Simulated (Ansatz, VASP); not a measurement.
## One calculation of Ge, two programs

```
Ge
1.0
     3.03714    0.00000    0.00000
    -1.51857    2.63024    0.00000
     0.00000    0.00000   10.03739
Ge
4
Direct
  0.00000 0.00000 0.00000
  0.00000 0.00000 0.50000
  0.33333 0.66667 0.25000
  0.66667 0.33333 0.75000
```

Alike in both runs: task single point; functional BLYP; k mesh 13 × 13 × 4; occupations fermi-dirac, width 0.1 eV; no spin polarisation.

|  | VASP | Ansatz |
| --- | --- | --- |
| version | VASP 6.6.1 | Ansatz 0.2.0 |
| potentials or method | VASP PAW PBE potentials, release 64 (Ge_d), cutoff 520 eV | plane waves (420 eV) with PAW, scalar-relativistic |
| valence electrons in the cell | 56 | 56 |

|  | VASP | Ansatz | Ansatz less VASP |
| --- | --- | --- | --- |
| pressure (GPa) | 4.5 | 4.5 | -0.01 |
| traceless stress, the component that is largest in VASP (GPa) | 0.60 | 0.59 | -0.009 |

VASP's potentials were made for PBE, not for BLYP.
